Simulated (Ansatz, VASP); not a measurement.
One calculation of GaP, two programs

INCAR

```
ALGO = Normal ; EDIFF = 1E-7
ENCUT = 520 ; GGA = PE
ISIF = 2 ; ISMEAR = -1
LASPH = T ; LCHARG = F
LREAL = F ; LWAVE = F
NBANDS = 16 ; NELM = 80
PREC = Accurate ; SIGMA = 0.05
```

KPOINTS

```
k-points
0
Gamma
  10 10 10
```

File POSCAR:

```
GaP
1.0
    0.0000000000      2.7252500000      2.7797550000
    2.7252500000      0.0000000000      2.7797550000
    2.7252500000      2.7252500000      0.0000000000
Ga P
1 1
Direct
    0.0000000000      0.0000000000      0.0000000000
    0.7500000000      0.7500000000      0.7500000000
```

Input for Ansatz:

```yaml
crystal:
  lattice:
    - [0.0, 2.72525, 2.779755]
    - [2.72525, 0.0, 2.779755]
    - [2.72525, 2.72525, 0.0]
  atoms:
    - { symbol: Ga, position: [0.0, 0.0, 0.0] }
    - { symbol: P, position: [0.75, 0.75, 0.75] }
kpoints:
  mp_grid: { grid: [10, 10, 10] }
  band_path:
    path:
      - [0.0, 0.0, 0.0]
      - [0.5, 0.0, 0.5]
      - [0.75, 0.25, 0.5]
      - [0.5, 0.5, 0.5]
      - [0.0, 0.0, 0.0]
      - [0.5, 0.5, 0.0]
      - [0.6298539023, 0.6298539023, 0.2597078047]
      - [0.3701460977, 0.3701460977, 0.7402921953]
      - [0.0, 0.0, 0.0]
    npoints: 5
scf:
  occupations: { method: fermi_dirac, width: 0.05 }
hamiltonian:
  xc: pbe
  pseudopotentials: { kind: all_electron, lapw: { basis_error: 0.0005 } }
output:
  forces: true
  stress: true
  eigenvalues: true
```

Change from the starting cell: zz strain of +2 %.

Alike in both runs: task single point; functional PBE; k mesh 10 × 10 × 10; occupations fermi-dirac, width 0.05 eV; no spin polarisation.

|  | VASP | Ansatz |
| --- | --- | --- |
| version | VASP 6.6.1 | Ansatz 0.2.0 |
| potentials or method | VASP PAW PBE potentials, release 64 (Ga_d, P), cutoff 520 eV | all-electron LAPW, scalar-relativistic |

```csv
,VASP,Ansatz,Ansatz less VASP
pressure (GPa),0.8,0.8,-0.01
"traceless stress, the component that is largest in VASP (GPa)",-1.00,-1.00,+0.001
```

Ansatz ran all-electron here, and VASP with PAW potentials.
